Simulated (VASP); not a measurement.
A run of VASP 6.6.1 is set up as follows.

The input INCAR:

```
  ALGO = Fast
  EDIFF = 1E-6
  ENCUT = 520
  GGA = PS
  ISIF = 2
  ISMEAR = 0
  LASPH = True
  LCHARG = False
  LREAL = False
  LWAVE = False
  NBANDS = 12
  NELM = 60
  PREC = Accurate
  SIGMA = 0.15
```

Contents of KPOINTS:

```
k-points
0
Gamma
  20 20 20
```

POSCAR

```
Au
1.0
    0.0000000000      2.1068650000      1.9841350000
    2.1068650000      0.0000000000      1.9841350000
    2.1068650000      2.1068650000      0.0000000000
Au
1
Direct
    0.0000000000      0.0000000000      0.0000000000
```

Potentials or basis: VASP PAW PBE potentials, release 64 (Au).

Launch:

```sh
$ cat potpaw_PBE.64/Au/POTCAR > POTCAR
$ mpirun -np 1 vasp_std > vasp.out
```

(1) What does it give for the band gap on the k mesh?

(2) Estimate the pressure.

Results:

(1) zero (an odd number of electrons rules out a gap without spin polarisation).

(2) -5.5 GPa.

Caveat: the cell differs from its parent crystal (strain +0.030 along x and y, -0.030 along z); the cell stands under tension; the PAW data sets were made with another functional, which shifts forces and pressure a little; spin-orbit coupling is left out, which moves the levels of the heavy elements.
